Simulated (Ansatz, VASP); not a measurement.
**One calculation of Ti, two programs**

```
CELL_PARAMETERS angstrom
3.00723 0.00000 0.00000
-1.50361 2.60434 0.00000
0.00000 0.00000 9.61452
ATOMIC_POSITIONS crystal
Ti 0.00000 0.00000 0.00000
Ti 0.00000 0.00000 0.50000
Ti 0.33333 0.66667 0.25000
Ti 0.66667 0.33333 0.75000
```

Alike in both runs: task single point; functional r2SCAN; k mesh 14 × 14 × 4; occupations fermi-dirac, width 0.1 eV; no spin polarisation.

|  | VASP | Ansatz |
| --- | --- | --- |
| version | VASP 6.6.1 | Ansatz 0.2.0 |
| potentials or method | VASP PAW PBE potentials, release 64 (Ti_sv), cutoff 520 eV | plane waves (500 eV) with PAW, scalar-relativistic |
| valence electrons in the cell | 48 | 48 |

```csv
,VASP,Ansatz,Ansatz less VASP
pressure (GPa),-7.5,-7.8,-0.32
"traceless stress, the component that is largest in VASP (GPa)",0.22,0.20,-0.017
```

VASP's potentials were made for PBE, not for r2SCAN.
